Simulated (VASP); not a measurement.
# Mo (I4/mmm) in VASP: notebook, part 2 of 2

VASP 6.6.1. The steps go on from the part before.

### 4 Single point, PBE (uniaxial strain along c: +4.0 %)

The input, INCAR:

```
SYSTEM = Mo
PREC = Accurate ; ENCUT = 520
EDIFF = 1E-6 ; ISMEAR = 0
SIGMA = 0.1 ; LREAL = .False.
LASPH = .True. ; NELM = 100
ALGO = Fast ; ISIF = 2
LWAVE = .False. ; LCHARG = .False.
GGA = PE ; NBANDS = 21
```

The input, KPOINTS:

```
Automatic mesh
0
Gamma
  16 16 16
  0 0 0
```

The input, POSCAR:

```
Mo
1.0
    3.1289961638      0.0000000000      0.0000000000
    0.0000000000      3.1289961638      0.0000000000
    0.0000000000      0.0000000000      3.2870262731
Mo
2
Direct
    0.0000000000      0.0000000000      0.0000000000
    0.5000000000      0.5000000000      0.5000000000
```

Potentials or basis: VASP PAW PBE potentials, release 64 (Mo_sv).

Launch:

```bash
> cat potpaw_PBE.64/Mo_sv/POTCAR > POTCAR
> mpirun -np 1 vasp_std > vasp.out
```

OUTCAR:

```text
SYSTEM = Mo
   PREC = Accurate
   ENCUT = 520
   EDIFF = 1E-6
   ISMEAR = 0
   LREAL = .False.
   LASPH = .True.
   NELM = 100
   ISIF = 2
   GGA = PE

 ion  position               nearest neighbor table
   1  0.000  0.000  0.000-   2 2.76   2 2.76   2 2.76   2 2.76   2 2.76   2 2.76   2 2.76   2 2.76

   2  0.500  0.500  0.500-   1 2.76   1 2.76   1 2.76   1 2.76   1 2.76   1 2.76   1 2.76   1 2.76

  LATTYP: Found a simple tetragonal cell.
 ALAT       =     3.1289961638
 C/A-ratio  =     1.0505050505

  Lattice vectors:

 A1 = (   3.1289961638,   0.0000000000,   0.0000000000)
 A2 = (   0.0000000000,   3.1289961638,   0.0000000000)
 A3 = (   0.0000000000,   0.0000000000,   3.2870262731)

Analysis of symmetry for initial positions (statically):
=====================================================================
 Subroutine PRICEL returns following result:

  LATTYP: Found a body centered tetragonal cell.
 ALAT       =     3.1289961638
 C/A-ratio  =     1.0505050505

  Lattice vectors:

 A1 = (  -1.5644980819,  -1.5644980819,  -1.6435131365)
 A2 = (   1.5644980819,   1.5644980819,  -1.6435131365)
 A3 = (   1.5644980819,  -1.5644980819,   1.6435131365)

   2 primitive cells build up your supercell.

 Routine SETGRP: Setting up the symmetry group for a
 simple tetragonal supercell.

 Subroutine GETGRP returns: Found 16 space group operations
 (whereof 16 operations were pure point group operations)
 out of a pool of 16 trial point group operations.

The static configuration has the point symmetry D_4h.

Analysis of symmetry for dynamics (positions and initial velocities):
=====================================================================
 Subroutine PRICEL returns following result:

  LATTYP: Found a body centered tetragonal cell.
 ALAT       =     3.1289961638
 C/A-ratio  =     1.0505050505

  Lattice vectors:

 A1 = (  -1.5644980819,  -1.5644980819,  -1.6435131365)
 A2 = (   1.5644980819,   1.5644980819,  -1.6435131365)
 A3 = (   1.5644980819,  -1.5644980819,   1.6435131365)

   2 primitive cells build up your supercell.

 Routine SETGRP: Setting up the symmetry group for a
 simple tetragonal supercell.

 Subroutine GETGRP returns: Found 16 space group operations
 (whereof 16 operations were pure point group operations)
 out of a pool of 16 trial point group operations.

The dynamic configuration has the point symmetry D_4h.

 Subroutine INISYM returns: Found 16 space group operations
 (whereof 16 operations are pure point group operations),
 and found     2 'primitive' translations

----------------------------------------------------------------------------------------

                                     Primitive cell

  volume of cell :      16.0910

  direct lattice vectors                    reciprocal lattice vectors
    -1.564498082 -1.564498082 -1.643513137     0.000000000 -0.319591315 -0.304226348
     1.564498082  1.564498082 -1.643513137     0.319591315  0.000000000 -0.304226348
     1.564498082 -1.564498082  1.643513137     0.319591315 -0.319591315  0.000000000

  length of vectors
     2.756164713  2.756164713  2.756164713     0.441239481  0.441239481  0.451970373

  position of ions in fractional coordinates (direct lattice)
     0.000000000  0.000000000  0.000000000

  ion indices of the primitive-cell ions
   primitive index   ion index
                 1           1

----------------------------------------------------------------------------------------

 KPOINTS: Automatic mesh

Automatic generation of k-mesh.
 Grid dimensions read from file:
 generate k-points for:   16   16   16

 Generating k-lattice:

  Cartesian coordinates                     Fractional coordinates (reciprocal lattice)
     0.019974457  0.000000000  0.000000000     0.062500000  0.000000000  0.000000000
     0.000000000  0.019974457  0.000000000     0.000000000  0.062500000  0.000000000
     0.000000000  0.000000000  0.019014147     0.000000000  0.000000000  0.062500000

  Length of vectors
     0.019974457  0.019974457  0.019014147

  Shift w.r.t. Gamma in fractional coordinates (k-lattice)
     0.000000000  0.000000000  0.000000000

 Subroutine IBZKPT returns following result:
 ===========================================

 Found    405 irreducible k-points:

 Following reciprocal coordinates:
            Coordinates               Weight
  0.000000  0.000000  0.000000      1.000000
  0.062500  0.000000  0.000000      4.000000
  0.125000  0.000000  0.000000      4.000000
  0.187500  0.000000  0.000000      4.000000
  0.250000  0.000000  0.000000      4.000000
  0.312500  0.000000  0.000000      4.000000
[... 16 lines left out ...]
  0.437500  0.125000  0.000000      8.000000
  0.500000  0.125000  0.000000      4.000000
 [... further k-points ...]
   k-points           NKPTS =    405   k-points in BZ     NKDIM =    405   number of bands    NBANDS=     21
   number of dos      NEDOS =    301   number of ions     NIONS =      2
   total plane-waves  NPLWV =  13824
   dimension x,y,z NGX =    24 NGY =   24 NGZ =   24
   dimension x,y,z NGXF=    48 NGYF=   48 NGZF=   48
   ions per type =               2
   NGX,Y,Z   is equivalent  to a cutoff of  12.75, 12.75, 12.14 a.u.
   NGXF,Y,Z  is equivalent  to a cutoff of  25.50, 25.50, 24.28 a.u.
 SYSTEM =  Mo
   PREC   = accura    normal or accurate (medium, high low for compatibility)
   ISTART =      0    job   : 0-new  1-cont  2-samecut
   ICHARG =      2    charge: 1-file 2-atom 10-const
   ISPIN  =      1    spin polarized calculation?
   LNONCOLLINEAR =      F non collinear calculations
   LSORBIT =      F    spin-orbit coupling
   LASPH  =      T    aspherical Exc in radial PAW
   ENCUT  =  520.0 eV  38.22 Ry    6.18 a.u.   5.82  5.82  6.11*2*pi/ulx,y,z
   NELM   =    100;   NELMIN=  2; NELMDL= -5     # of ELM steps
   EDIFF  = 0.1E-05   stopping-criterion for ELM
   LREAL  =      F    real-space projection
   EDIFFG = 0.1E-04   stopping-criterion for IOM
   NSW    =      0    number of steps for IOM
   IBRION =     -1    ionic relax: 0-MD 1-quasi-New 2-CG
   NFREE  =      0    steps in history (QN), initial steepest desc. (CG)
   ISIF   =      2    stress and relaxation
   ISYM   =      2    0-nonsym 1-usesym 2-fastsym
   POTIM  = 0.5000    time-step for ionic-motion
   TEBEG  =    0.0;   TEEND  =   0.0 temperature during run
   PSTRESS=    0.0 pullay stress
   NELECT =      28.0000    total number of electrons
   NUPDOWN=      -1.0000    fix difference up-down
   EMIN   =  10.00;   EMAX   =-10.00  energy-range for DOS
   EFERMI =   0.00;   METHOD = LEGACY
   ISMEAR =     0;   SIGMA  =   0.10  broadening in eV -4-tet -1-fermi 0-gaus
   EFERMI_NEDOS =   21; number of points for ismear=-14 and -15
   IALGO  =     68    algorithm
   IMIX   =      4    mixing-type and parameters
     AMIX     =   0.40;   BMIX     =  1.00
     AMIX_MAG =   1.60;   BMIX_MAG =  1.00
  volume/ion in A,a.u.               =      16.09       108.59
  Fermi-wavevector in a.u.,A,eV,Ry     =   1.562871  2.953398 33.233119  2.442565
  Thomas-Fermi vector in A             =   2.665726
   LORBIT       =      0    0 simple, 1 ext, 2 COOP (PROOUT), +10 PAW based schemes
   GGA     = PE    functional components
   LHFCALC =     F    Hartree Fock is set to
   AEXX    =    0.0000 exact exchange contribution
   IVDW    =     0    specifies the selected vdW correction
   LEPSILON=     F    determine dielectric tensor
   LRPA    =     F    only Hartree local field effects (RPA)
 non-spin polarized calculation
 RMM-DIIS sequential band-by-band and
 Gauss-broadening in eV      SIGMA  =   0.10
  energy-cutoff  :      520.00
  volume of cell :       32.18
 maximum number of plane-waves:       896
 NGX is ok and might be reduce to    24
   NGX = 11   NGY = 11   NGZ = 13

 number of electron      27.9999995 magnetization

 Free energy of the ion-electron system (eV)
  ---------------------------------------------------
  ext. energy  EPLUGINS =         0.00000000
  ---------------------------------------------------
  free energy    TOTEN  =       -21.81912835 eV

  energy without entropy =      -21.81157616  energy(sigma->0) =      -21.81535225

 E-fermi :  12.1473     XC(G=0): -13.2275

 val. band max:       12.1453880836   @ k =   0.5000   0.1250   0.0625
 cond. band min:      12.1478215869   @ k =   0.3125   0.0000   0.1250
 fundamental gap:      0.0024335032
 Fermi energy:        12.1473412048

 k-point     1 :       0.0000    0.0000    0.0000
  band No.  band energies     occupation
      1     -49.1453      2.00000
      2     -48.7461      2.00000
      3     -23.4463      2.00000
      4     -23.3106      2.00000
      5     -23.3106      2.00000
      6     -22.4834      2.00000
[... 550 lines left out ...]
      5     -22.9496      2.00000
      6     -22.9496      2.00000
[... 13 lines left out ...]
     20      15.7868      0.00000
     21      26.3700      0.00000

 [... further k-points ...]
[... 5 lines left out ...]
  --------------------------------------------------------------------------------------
  -------------------------------------------------------------------------------------
  Total        0.1299618      0.1299618     -2.6120756      0.0000000      0.0000000      0.0000000
  in kB        6.4701296      6.4701296   -130.0418370      0.0000000      0.0000000      0.0000000
  external PRESSURE =     -39.0338593 kB  Pullay stress =       0.0000000 kB

 VOLUME and BASIS-vectors are now :
 -----------------------------------------------------------------------------
  energy-cutoff  :      520.00
  volume of cell :       32.18
      direct lattice vectors                 reciprocal lattice vectors
     3.128996164  0.000000000  0.000000000     0.319591315  0.000000000  0.000000000
     0.000000000  3.128996164  0.000000000     0.000000000  0.319591315  0.000000000
     0.000000000  0.000000000  3.287026273     0.000000000  0.000000000  0.304226348

 POSITION                                       TOTAL-FORCE (eV/Angst)
 -----------------------------------------------------------------------------------
      0.00000      0.00000      0.00000        -0.000000      0.000000      0.000000
      1.56450      1.56450      1.64351         0.000000     -0.000000     -0.000000
 -----------------------------------------------------------------------------------
    total drift:                                0.000000      0.000000     -0.000000

  FREE ENERGIE OF THE ION-ELECTRON SYSTEM (eV)
  ---------------------------------------------------
  free  energy   TOTEN  =       -21.8191283511 eV

  energy  without entropy=      -21.8115761589  energy(sigma->0) =      -21.81535225
```

OSZICAR:

```text
N       E                     dE             d eps       ncg     rms          rms(c)
DAV:   1     0.269923561919E+03    0.26992E+03   -0.16844E+04 17010   0.139E+03
DAV:   2    -0.175165848806E+02   -0.28744E+03   -0.27914E+03 19174   0.427E+02
DAV:   3    -0.231598292954E+02   -0.56432E+01   -0.55617E+01 19347   0.607E+01
DAV:   4    -0.231867326725E+02   -0.26903E-01   -0.26871E-01 18773   0.447E+00
DAV:   5    -0.231869119730E+02   -0.17930E-03   -0.17930E-03 19746   0.359E-01    0.194E+01
RMM:   6    -0.219754311124E+02    0.12115E+01   -0.21512E+00 17166   0.112E+01    0.551E+00
RMM:   7    -0.218239235361E+02    0.15151E+00   -0.76474E-01 17749   0.588E+00    0.173E+00
RMM:   8    -0.218204167407E+02    0.35068E-02   -0.41018E-02 18352   0.176E+00    0.430E-01
RMM:   9    -0.218191037521E+02    0.13130E-02   -0.64700E-03 18404   0.591E-01    0.784E-02
RMM:  10    -0.218191546541E+02   -0.50902E-04   -0.16318E-03 18735   0.286E-01    0.932E-02
RMM:  11    -0.218191285927E+02    0.26061E-04   -0.16198E-04 18405   0.122E-01    0.788E-03
RMM:  12    -0.218191277103E+02    0.88244E-06   -0.14250E-05 19052   0.407E-02    0.456E-03
RMM:  13    -0.218191283511E+02   -0.64085E-06   -0.11106E-06 13049   0.975E-03
   1 F= -.21819128E+02 E0= -.21815352E+02  d E =-.755219E-02
```

stdout:

```text
POSCAR found type information on POSCAR Mo
 POSCAR found :  1 types and       2 ions
 scaLAPACK will be used
 LDA part: xc-table for (Slater+PW92), standard interpolation
 POSCAR, INCAR and KPOINTS ok, starting setup
 FFT: planning ... GRIDC
 FFT: planning ... GRID_SOFT
 FFT: planning ... GRID
 WAVECAR not read
 entering main loop
```

Run time: 66 s. Hardware: 1 thread of Intel Xeon Platinum 8559C (Emerald Rapids), shared host; peak memory 0.31 GiB.

What came out:

```yaml
Free_energy: -21.8191 eV
Pressure: -3.9 GPa
Band_gap_on_the_k_mesh: zero (bands 14 and 15 overlap by 2.51 eV)
```

Levels at points of the mesh, in eV from the Fermi level:
```
           k point  band 11  band 12  band 13  band 14  band 15  band 16  band 17  band 18
(0.00, 0.00, 0.00)    -5.17    -1.48    -1.48    -0.95     1.23     1.90     3.70     3.86
(0.50, 0.00, 0.00)    -2.49    -2.49    -0.91    -0.91    -0.52    -0.52     0.77     0.77
(0.50, 0.50, 0.00)    -3.64    -3.64     1.77     1.77     2.05     2.05     2.44     2.44
(0.00, 0.00, 0.50)    -2.67    -2.67    -0.40    -0.40    -0.40    -0.40     1.01     1.01
(0.50, 0.00, 0.50)    -3.08    -3.08     1.23     1.23     1.39     1.39     2.26     2.26
(0.50, 0.50, 0.50)    -2.48    -2.48    -2.48    -2.48     2.12     2.12     2.53     2.53
```

Caveat: the cell differs from its parent crystal (uniaxial strain along c: +4.0 %); the cell stands under tension.

### 5 Single point, PBE (uniaxial strain along c: +4.0 %, then relaxed in part)

The input, INCAR:

```
  PREC = Accurate
  ENCUT = 520
  EDIFF = 1E-6
  ISMEAR = 0
  SIGMA = 0.1
  LREAL = False
  LASPH = True
  NELM = 60
  ALGO = Fast
  ISIF = 2
  LWAVE = False
  LCHARG = False
  GGA = PE
  NBANDS = 21
```

The input, KPOINTS:

```
regular mesh
0
Gamma
  16 16 16
```

The input, POSCAR:

```
Mo
1.0
    3.1299128594      0.0000000000      0.0000000000
    0.0000000000      3.1299128594      0.0000000000
    0.0000000000      0.0000000000      3.2870262731
Mo
2
Direct
    0.0000000000      0.0000000000      0.0000000000
    0.5000000000      0.5000000000      0.5000000000
```

Launch:

```bash
> cat potpaw_PBE.64/Mo_sv/POTCAR > POTCAR
> mpirun -np 1 vasp_std > vasp.out
```

Wall time 72 s (1 thread of Intel Xeon Platinum 8559C (Emerald Rapids), shared host); peak memory 0.3 GiB.

Results (log left out):

```
Free energy            : -21.8192 eV
Pressure               : -4.0 GPa
Band gap on the k mesh : zero (bands 14 and 15 overlap by 2.51 eV)
```

Stress tensor (GPa, compression positive):
```
  0.47   0.00   0.00
  0.00   0.47   0.00
  0.00   0.00 -13.09
```

Levels at points of the mesh, in eV from the Fermi level:
```
           k point  band 12  band 13  band 14  band 15  band 16  band 17
(0.00, 0.00, 0.00)    -1.48    -1.48    -0.96     1.24     1.90     3.69
(0.50, 0.00, 0.00)    -2.49    -0.91    -0.91    -0.52    -0.52     0.77
(0.50, 0.50, 0.00)    -3.64     1.77     1.77     2.05     2.05     2.44
(0.00, 0.00, 0.50)    -2.67    -0.40    -0.40    -0.40    -0.40     1.01
(0.50, 0.00, 0.50)    -3.08     1.23     1.23     1.39     1.39     2.26
(0.50, 0.50, 0.50)    -2.48    -2.48    -2.48     2.12     2.12     2.52
```

Caveat: the cell differs from its parent crystal (uniaxial strain along c: +4.0 %, then relaxed in part); the cell stands under tension.

### 6 Overview

| cell | further INCAR settings | gap on the mesh (eV) | pressure (GPa) |
| --- | --- | --- | --- |
| a = 3.145, b = 3.145, c = 3.224 Å, 2 atoms | ALGO = Fast; EDIFF = 1e-06; NBANDS = 21 | none | -2.0 |
| a = 3.145, b = 3.145, c = 3.224 Å, 2 atoms | ALGO = Fast; EDIFF = 1e-07; NBANDS = 21 | none | -1.9 |
| a = 3.129, b = 3.129, c = 3.287 Å, 2 atoms | ALGO = Fast; EDIFF = 1e-06; NBANDS = 21 | none | -3.9 |
| a = 3.130, b = 3.130, c = 3.287 Å, 2 atoms | ALGO = Fast; EDIFF = 1e-06; NBANDS = 21 | none | -4.0 |

Alike in all rows: task single point; level PBE; potentials or basis VASP PAW PBE potentials, release 64 (Mo_sv); no spin polarisation; k mesh 16 × 16 × 16; cutoff (eV) 520; smearing gaussian 0.1 eV.

Caveats: the cell stands under tension (at least some runs).

Total energies depend on the potentials used, so only differences within one code and one set of settings carry meaning.
